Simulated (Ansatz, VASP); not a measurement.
## One calculation of InSb, two programs

```
CELL_PARAMETERS angstrom
0.00000 3.07351 3.07351
3.07351 0.00000 3.07351
3.07351 3.07351 0.00000
ATOMIC_POSITIONS crystal
In 0.00000 0.00000 0.00000
Sb 0.50000 0.50000 0.50000
```

Alike in both runs: task single point; functional LDA; k mesh 6 × 6 × 6; occupations gaussian, width 0.1 eV; no spin polarisation.

```csv
,VASP,Ansatz
version,VASP 6.6.1,Ansatz 0.2.0
potentials or method,"VASP PAW LDA potentials, release 64 (In_d, Sb), cutoff 500 eV","scalar-relativistic, plane waves, PAW"
valence electrons in the cell,18,28
```

```csv
,VASP,Ansatz,Ansatz less VASP
gap on the k mesh at the Fermi level (eV),none,none,-
pressure (GPa),-4.1,-4.1,-0.06
```

LDA's correlation is that of Perdew and Zunger in VASP and of Perdew and Wang (1992) in Ansatz. A gap of «none» marks a metal or a gap that the smearing closes. VASP's potentials hold 18 valence electrons a cell and Ansatz's 28, so a difference there can come from the potentials and not from the codes.

Neither program's run includes spin-orbit coupling.
